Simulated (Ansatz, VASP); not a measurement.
# B in VASP and in Ansatz

```
B
1.0
     2.75321    0.00000    0.00000
    -1.37660    2.38435    0.00000
     0.00000    0.00000    2.71156
B
3
Direct
  0.00000 0.00000 0.00000
  0.33333 0.66667 0.50000
  0.66667 0.33333 0.50000
```

Alike in both runs: task single point; functional LDA; k mesh 14 × 14 × 13; occupations fermi-dirac, width 0.1 eV; no spin polarisation.

|  | VASP | Ansatz |
| --- | --- | --- |
| version | VASP 6.6.1 | Ansatz 0.2.0 |
| potentials or method | VASP PAW LDA potentials, release 64 (B), cutoff 520 eV | plane waves (420 eV) with PAW, scalar-relativistic |
| valence electrons in the cell | 9 | 9 |

```tsv
	VASP	Ansatz	Ansatz less VASP
pressure (GPa)	24.2	23.8	-0.43
traceless stress, the component that is largest in VASP (GPa)	-8.64	-8.52	+0.117
```

Ansatz warns that its potentials were made for another functional, while VASP's fit it. LDA's correlation is that of Perdew and Zunger in VASP and of Perdew and Wang (1992) in Ansatz.
